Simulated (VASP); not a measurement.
NiO: single point with r2SCAN

Crystal: NiO.

```
CELL_PARAMETERS angstrom
0.00000 2.09432 2.09432
2.09432 0.00000 2.09432
2.09432 2.09432 0.00000
ATOMIC_POSITIONS crystal
Ni 0.00000 0.00000 0.00000
O 0.50000 0.50000 0.50000
```

```json
{"Program": "VASP 6.6.1", "Task": "single point", "Functional": "r2SCAN", "Potentials or basis": "VASP PAW PBE potentials, release 64 (Ni, O)", "Cutoff": "520 eV", "k mesh": "14 × 14 × 14", "Occupations": "gaussian, width 0.05 eV", "Spin": "no spin polarisation", "Dipole correction": "no", "Further INCAR settings": "ALGO = Normal; EDIFF = 1e-07; NBANDS = 15"}
```

* Pressure: -11.4 GPa
* Band gap on the k mesh: zero (bands 8 and 9 overlap by 2.78 eV)

Levels at points of the mesh, in eV from the Fermi level:
```csv
k point,band 6,band 7,band 8,band 9,band 10,band 11
"(0.00, 0.00, 0.00)",-2.18,-2.18,-1.46,-1.46,2.01,18.57
"(0.50, 0.00, 0.00)",-1.37,-1.00,1.33,1.33,6.17,10.70
"(0.50, 0.50, 0.00)",-1.15,-1.15,-1.07,-0.57,6.90,11.28
```

It took 50 s on 1 thread of Intel(R) Xeon(R) 6975P-C (Granite Rapids), on a shared host, peak memory 0.16 GiB.

Caveat: the cell stands under tension; the PAW data sets were made with another functional, which shifts forces and pressure a little; the run has no spin polarisation, though such a crystal can be magnetic; semilocal functionals often make such compounds metallic where correlation or magnetic order opens a gap, which also shifts bond lengths. With open d or f shells a metallic result of r2SCAN can be an artefact of self-interaction; +U or a hybrid may open a gap.
